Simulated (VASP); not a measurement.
# Zr4F (I4/mmm) in VASP: further runs

The runs below take Zr4F through single point, with PBE.

Everything below comes from runs of VASP 6.6.1. Logs are shortened: lines on timing, memory, paths and dates and some standing lists are left out, and cuts for length are marked.

### 1 The cell of the first run

Symmetry: I4/mmm, No. 139, tetragonal system. The conventional cell has a = 5.462 Å, b = 5.462 Å, c = 6.321 Å, α = 90.00°, β = 90.00°, γ = 90.00°. Within 2.4 Å of Zr (site symmetry m2m) lie 1 F at 1.84 Å. Within 2.4 Å of F (site symmetry 4/mmm) lie 4 Zr at 1.84 Å.

### 2 Single point, PBE

INCAR reads:

```
  PREC = Accurate
  ENCUT = 520
  EDIFF = 1E-6
  ISMEAR = 0
  SIGMA = 0.1
  LREAL = False
  LASPH = True
  NELM = 80
  ALGO = Normal
  ISIF = 2
  LWAVE = False
  LCHARG = True
  GGA = PE
  LELF = True
  LVHAR = True
  NBANDS = 36
```

KPOINTS reads:

```
regular mesh
0
Gamma
  4 4 4
```

POSCAR reads:

```
Zr4F
1.0
   -2.7308719400      2.7308719400      3.1602685600
    2.7308719400     -2.7308719400      3.1602685600
    2.7308719400      2.7308719400     -3.1602685600
Zr F
4 1
Direct
    0.2617116500      0.2617116500      0.5234232900
    0.7382883500      0.7382883500      0.4765767100
    0.2617116500      0.7382883500      0.0000000000
    0.7382883500      0.2617116500      0.0000000000
    0.5000000000      0.5000000000      0.0000000000
```

Potentials or basis: VASP PAW PBE potentials, release 64 (Zr_sv, F).

Run with:

```bash
> cat potpaw_PBE.64/Zr_sv/POTCAR potpaw_PBE.64/F/POTCAR > POTCAR
> mpirun -np 1 vasp_std > vasp.out
```

OUTCAR:

```text
PREC = Accurate
   ENCUT = 520
   EDIFF = 1E-6
   ISMEAR = 0
   LREAL = False
   LASPH = True
   NELM = 80
   ISIF = 2
   GGA = PE

 ion  position               nearest neighbor table
   1  0.262  0.262  0.523-   5 1.84   4 2.60   3 2.60   3 2.86   4 2.86   2 3.17   2 3.17   2 3.68
                             2 3.87   2 3.87
   2  0.738  0.738  0.477-   5 1.84   4 2.60   3 2.60   4 2.86   3 2.86   1 3.17   1 3.17   1 3.68
                             1 3.87   1 3.87
   3  0.262  0.738  0.000-   5 1.84   2 2.60   1 2.60   1 2.86   2 2.86   4 3.17   4 3.17   4 3.68
                             4 3.87   4 3.87
   4  0.738  0.262  0.000-   5 1.84   2 2.60   1 2.60   1 2.86   2 2.86   3 3.17   3 3.17   3 3.68
                             3 3.87   3 3.87
   5  0.500  0.500  0.000-   3 1.84   4 1.84   1 1.84   2 1.84

  LATTYP: Found a body centered tetragonal cell.
 ALAT       =     5.4617438800
 C/A-ratio  =     1.1572379187

  Lattice vectors:

 A1 = (  -2.7308719400,   2.7308719400,   3.1602685600)
 A2 = (   2.7308719400,  -2.7308719400,   3.1602685600)
 A3 = (   2.7308719400,   2.7308719400,  -3.1602685600)

Analysis of symmetry for initial positions (statically):
=====================================================================
 Subroutine PRICEL returns:
 Original cell was already a primitive cell.

 Routine SETGRP: Setting up the symmetry group for a
 body centered tetragonal supercell.

 Subroutine GETGRP returns: Found 16 space group operations
 (whereof 16 operations were pure point group operations)
 out of a pool of 16 trial point group operations.

The static configuration has the point symmetry D_4h.

Analysis of symmetry for dynamics (positions and initial velocities):
=====================================================================
 Subroutine PRICEL returns:
 Original cell was already a primitive cell.

 Routine SETGRP: Setting up the symmetry group for a
 body centered tetragonal supercell.

 Subroutine GETGRP returns: Found 16 space group operations
 (whereof 16 operations were pure point group operations)
 out of a pool of 16 trial point group operations.

The dynamic configuration has the point symmetry D_4h.

 Subroutine INISYM returns: Found 16 space group operations
 (whereof 16 operations are pure point group operations),
 and found     1 'primitive' translations

----------------------------------------------------------------------------------------

                                     Primitive cell

  volume of cell :      94.2729

  direct lattice vectors                    reciprocal lattice vectors
    -2.730871940  2.730871940  3.160268560     0.000000000  0.183091705  0.158214402
     2.730871940 -2.730871940  3.160268560     0.183091705  0.000000000  0.158214402
     2.730871940  2.730871940 -3.160268560     0.183091705  0.183091705  0.000000000

  length of vectors
     4.990252546  4.990252546  4.990252546     0.241980101  0.241980101  0.258930773

  position of ions in fractional coordinates (direct lattice)
     0.261711650  0.261711650  0.523423290
     0.738288350  0.738288350  0.476576710
     0.261711650  0.738288350  0.000000000
     0.738288350  0.261711650  0.000000000
     0.500000000  0.500000000  0.000000000

  ion indices of the primitive-cell ions
   primitive index   ion index
                 1           1
                 2           2
                 3           3
                 4           4
                 5           5

----------------------------------------------------------------------------------------

 KPOINTS: regular mesh

Automatic generation of k-mesh.
 Grid dimensions read from file:
 generate k-points for:    4    4    4

 Generating k-lattice:

  Cartesian coordinates                     Fractional coordinates (reciprocal lattice)
     0.000000000  0.045772926  0.039553600     0.250000000  0.000000000  0.000000000
     0.045772926  0.000000000  0.039553600     0.000000000  0.250000000  0.000000000
     0.045772926  0.045772926  0.000000000     0.000000000  0.000000000  0.250000000

  Length of vectors
     0.060495025  0.060495025  0.064732693

  Shift w.r.t. Gamma in fractional coordinates (k-lattice)
     0.000000000  0.000000000  0.000000000

 Subroutine IBZKPT returns following result:
 ===========================================

 Found     13 irreducible k-points:

 Following reciprocal coordinates:
            Coordinates               Weight
  0.000000  0.000000  0.000000      1.000000
  0.250000 -0.000000  0.000000      8.000000
  0.500000 -0.000000  0.000000      4.000000
  0.250000  0.250000  0.000000      8.000000
  0.500000  0.250000  0.000000     16.000000
 -0.250000  0.250000  0.000000      4.000000
  0.500000  0.500000  0.000000      2.000000
  0.250000  0.250000  0.250000      2.000000
 -0.250000  0.250000  0.250000      4.000000
  0.500000  0.500000  0.250000      4.000000
 -0.250000  0.500000  0.250000      8.000000
 -0.250000 -0.250000  0.250000      2.000000
  0.500000  0.500000  0.500000      1.000000
   k-points           NKPTS =     13   k-points in BZ     NKDIM =     13   number of bands    NBANDS=     36
   number of dos      NEDOS =    301   number of ions     NIONS =      5
   total plane-waves  NPLWV =  64000
   dimension x,y,z NGX =    40 NGY =   40 NGZ =   40
   dimension x,y,z NGXF=    80 NGYF=   80 NGZF=   80
   ions per type =               4   1
   NGX,Y,Z   is equivalent  to a cutoff of  13.33, 13.33, 13.33 a.u.
   NGXF,Y,Z  is equivalent  to a cutoff of  26.65, 26.65, 26.65 a.u.
 SYSTEM =  unknown system
   PREC   = accura    normal or accurate (medium, high low for compatibility)
   ISTART =      0    job   : 0-new  1-cont  2-samecut
   ICHARG =      2    charge: 1-file 2-atom 10-const
   ISPIN  =      1    spin polarized calculation?
   LNONCOLLINEAR =      F non collinear calculations
   LSORBIT =      F    spin-orbit coupling
   LASPH  =      T    aspherical Exc in radial PAW
   ENCUT  =  520.0 eV  38.22 Ry    6.18 a.u.   9.28  9.28  9.28*2*pi/ulx,y,z
   NELM   =     80;   NELMIN=  2; NELMDL= -5     # of ELM steps
   EDIFF  = 0.1E-05   stopping-criterion for ELM
   LREAL  =      F    real-space projection
   EDIFFG = 0.1E-04   stopping-criterion for IOM
   NSW    =      0    number of steps for IOM
   IBRION =     -1    ionic relax: 0-MD 1-quasi-New 2-CG
   NFREE  =      0    steps in history (QN), initial steepest desc. (CG)
   ISIF   =      2    stress and relaxation
   ISYM   =      2    0-nonsym 1-usesym 2-fastsym
   POTIM  = 0.5000    time-step for ionic-motion
   TEBEG  =    0.0;   TEEND  =   0.0 temperature during run
   PSTRESS=    0.0 pullay stress
   NELECT =      55.0000    total number of electrons
   NUPDOWN=      -1.0000    fix difference up-down
   EMIN   =  10.00;   EMAX   =-10.00  energy-range for DOS
   EFERMI =   0.00;   METHOD = LEGACY
   ISMEAR =     0;   SIGMA  =   0.10  broadening in eV -4-tet -1-fermi 0-gaus
   EFERMI_NEDOS =   21; number of points for ismear=-14 and -15
   IALGO  =     38    algorithm
   IMIX   =      4    mixing-type and parameters
     AMIX     =   0.40;   BMIX     =  1.00
     AMIX_MAG =   1.60;   BMIX_MAG =  1.00
  volume/ion in A,a.u.               =      18.85       127.24
  Fermi-wavevector in a.u.,A,eV,Ry     =   1.367939  2.585031 25.460012  1.871258
  Thomas-Fermi vector in A             =   2.493948
   LORBIT       =      0    0 simple, 1 ext, 2 COOP (PROOUT), +10 PAW based schemes
   GGA     = PE    functional components
   LHFCALC =     F    Hartree Fock is set to
   AEXX    =    0.0000 exact exchange contribution
   IVDW    =     0    specifies the selected vdW correction
   LEPSILON=     F    determine dielectric tensor
   LRPA    =     F    only Hartree local field effects (RPA)
 non-spin polarized calculation
 Gauss-broadening in eV      SIGMA  =   0.10
  energy-cutoff  :      520.00
  volume of cell :       94.27
 maximum number of plane-waves:      2547
 NGX is ok and might be reduce to    40
   NGX = 19   NGY = 19   NGZ = 19

 number of electron      54.9999993 magnetization

 Free energy of the ion-electron system (eV)
  ---------------------------------------------------
  ext. energy  EPLUGINS =         0.00000000
  ---------------------------------------------------
  free energy    TOTEN  =       -29.24627097 eV

  energy without entropy =      -29.20478462  energy(sigma->0) =      -29.22552780

 E-fermi :   9.3441     XC(G=0): -11.2375

 val. band max:        9.3117948068   @ k =   0.2500  -0.0000   0.0000
 cond. band min:       9.3844820004   @ k =   0.5000   0.2500   0.0000
 fundamental gap:      0.0726871936
 Fermi energy:         9.3441354516

 k-point     1 :       0.0000    0.0000    0.0000
  band No.  band energies     occupation
      1     -39.7891      2.00000
      2     -39.3066      2.00000
      3     -39.3066      2.00000
      4     -39.0084      2.00000
      5     -24.2802      2.00000
      6     -19.0040      2.00000
[... 28 lines left out ...]
     35      13.8989      0.00000
     36      13.9205      0.00000

 k-point     2 :       0.2500   -0.0000    0.0000
  band No.  band energies     occupation
      1     -39.7448      2.00000
      2     -39.3540      2.00000
      3     -39.2853      2.00000
      4     -39.0333      2.00000
      5     -24.2458      2.00000
      6     -19.0543      2.00000
[... 28 lines left out ...]
     35      13.4308      0.00000
     36      13.5074      0.00000

 k-point     3 :       0.5000   -0.0000    0.0000
  band No.  band energies     occupation
      1     -39.6857      2.00000
      2     -39.4161      2.00000
      3     -39.2586      2.00000
      4     -39.0635      2.00000
      5     -24.2108      2.00000
      6     -19.1035      2.00000
[... 28 lines left out ...]
     35      11.6662      0.00000
     36      12.2475      0.00000
[... 313 lines left out ...]
 k-point    12 :      -0.2500   -0.2500    0.2500
  band No.  band energies     occupation
      1     -39.7612      2.00000
      2     -39.3331      2.00000
      3     -39.3331      2.00000
      4     -38.9836      2.00000
      5     -24.2951      2.00000
      6     -18.9721      2.00000
[... 28 lines left out ...]
     35      13.5964      0.00000
     36      13.5964      0.00000

 k-point    13 :       0.5000    0.5000    0.5000
  band No.  band energies     occupation
      1     -39.7332      2.00000
      2     -39.3593      2.00000
      3     -39.3593      2.00000
      4     -38.9587      2.00000
      5     -24.3100      2.00000
      6     -18.9395      2.00000
[... 28 lines left out ...]
     35      12.8271      0.00000
     36      13.9530      0.00000

------------------------ aborting loop because EDIFF is reached ----------------------------------------

  FORCE on cell =-STRESS in cart. coord.  units (eV):
  Direction    XX          YY          ZZ          XY          YZ          ZX
  --------------------------------------------------------------------------------------
  -------------------------------------------------------------------------------------
  Total       42.7707009     42.7707009     -3.0080136      0.0000000      0.0000000     -0.0000000
  in kB      726.8926831    726.8926831    -51.1215169      0.0000000      0.0000000     -0.0000000
  external PRESSURE =     467.5546164 kB  Pullay stress =       0.0000000 kB

 VOLUME and BASIS-vectors are now :
 -----------------------------------------------------------------------------
  energy-cutoff  :      520.00
  volume of cell :       94.27
      direct lattice vectors                 reciprocal lattice vectors
    -2.730871940  2.730871940  3.160268560     0.000000000  0.183091705  0.158214402
     2.730871940 -2.730871940  3.160268560     0.183091705  0.000000000  0.158214402
     2.730871940  2.730871940 -3.160268560     0.183091705  0.183091705  0.000000000

 POSITION                                       TOTAL-FORCE (eV/Angst)
 -----------------------------------------------------------------------------------
      1.42940      1.42940      0.00000        -7.333487     -7.333487      0.000000
      1.30147      1.30147      3.16027         7.333487      7.333487     -0.000000
      1.30147     -1.30147      3.16027         7.333487     -7.333487      0.000000
     -1.30147      1.30147      3.16027        -7.333487      7.333487      0.000000
      0.00000      0.00000      3.16027        -0.000000      0.000000      0.000000
 -----------------------------------------------------------------------------------
    total drift:                                0.000000     -0.000000      0.000000

  FREE ENERGIE OF THE ION-ELECTRON SYSTEM (eV)
  ---------------------------------------------------
  free  energy   TOTEN  =       -29.2462709742 eV

  energy  without entropy=      -29.2047846163  energy(sigma->0) =      -29.22552780
```

Run time: 56 s. Hardware: 1 thread of Intel Xeon Platinum 8488C (Sapphire Rapids), shared host; peak memory 0.24 GiB.

Results:

| Item | Value |
| --- | --- |
| Free energy | -29.2463 eV |
| Pressure | 46.8 GPa |
| Largest force | 10.371 eV/Å |

Forces in eV/Å, atoms in the order of the input:
```
Zr  -7.333 -7.333  0.000
Zr   7.333  7.333  0.000
Zr   7.333 -7.333  0.000
Zr  -7.333  7.333  0.000
F    0.000  0.000  0.000
```

Levels at points of the mesh, in eV from the Fermi level:
```
           k point  band 25  band 26  band 27  band 28  band 29  band 30
(0.00, 0.00, 0.00)    -1.36    -0.46    -0.07    -0.07     0.67     1.36
(0.50, 0.00, 0.00)    -0.95    -0.77    -0.17     0.33     0.59     0.60
(0.50, 0.50, 0.00)    -0.33    -0.26    -0.06     0.20     0.24     0.44
(0.50, 0.50, 0.50)    -1.51    -1.51    -1.10    -0.30    -0.22    -0.22
```

Caveat: the k points lie up to 0.41 Å⁻¹ apart; an odd number of electrons without spin polarisation forces a metal; a magnetic or distorted state may lie lower.

### 3 Single point, PBE

This run uses another cell than the first one, of 22.70 Å³/atom, 1.204 times its volume.

INCAR reads:

```
PREC = Accurate
ENCUT = 520
EDIFF = 1E-7
ISMEAR = 0
SIGMA = 0.1
LREAL = False
LASPH = True
NELM = 80
ALGO = Normal
ISIF = 2
LWAVE = False
LCHARG = True
GGA = PE
LELF = True
LVHAR = True
NBANDS = 36
```

KPOINTS reads:

```
Automatic mesh
0
Gamma
  4 4 4
```

POSCAR reads:

```
Zr4F
1.0
   -3.1039373706      3.1039373706      2.9457721339
    3.1039373706     -3.1039373706      2.9457721339
    3.1039373706      3.1039373706     -2.9457721339
Zr F
4 1
Direct
    0.2465169937      0.2465169937      0.4930339874
    0.7534830063      0.7534830063      0.5069660126
    0.2465169937      0.7534830063      0.0000000000
    0.7534830063      0.2465169937      0.0000000000
    0.5000000000      0.5000000000      0.0000000000
```

Potentials or basis: VASP PAW PBE potentials, release 64 (Zr_sv, F).

Run with:

```bash
> cat potpaw_PBE.64/Zr_sv/POTCAR potpaw_PBE.64/F/POTCAR > POTCAR
> mpirun -np 1 vasp_std > vasp.out
```

It took 61 s on 1 thread of Intel Xeon Platinum 8488C (Sapphire Rapids), shared host; peak memory 0.25 GiB.

It converged, with:

```
Free energy   : -35.5251 eV
Pressure      : -0.2 GPa
Largest force : 0.040 eV/Å
```

Forces on the atoms (eV/Å):
```
Zr  -0.028 -0.028  0.000
Zr   0.028  0.028  0.000
Zr   0.028 -0.028  0.000
Zr  -0.028  0.028  0.000
F    0.000  0.000  0.000
```

Stress tensor (GPa, compression positive):
```
-0.16  0.00  0.00
 0.00 -0.16  0.00
 0.00  0.00 -0.30
```

Levels at points of the mesh, in eV from the Fermi level:
```csv
k point,band 24,band 25,band 26,band 27,band 28,band 29,band 30,band 31
"(0.00, 0.00, 0.00)",-1.50,-1.09,-0.75,-0.68,0.39,0.39,2.30,2.37
"(0.50, 0.00, 0.00)",-0.59,-0.53,-0.22,0.18,0.50,0.52,0.68,1.03
"(0.50, 0.50, 0.00)",-0.74,-0.42,-0.33,-0.17,-0.03,0.35,0.54,0.74
"(0.50, 0.50, 0.50)",-1.40,-1.40,-0.64,-0.46,-0.36,-0.36,0.08,1.05
```

Caveat: the k points lie up to 0.37 Å⁻¹ apart; an odd number of electrons without spin polarisation forces a metal; a magnetic or distorted state may lie lower.
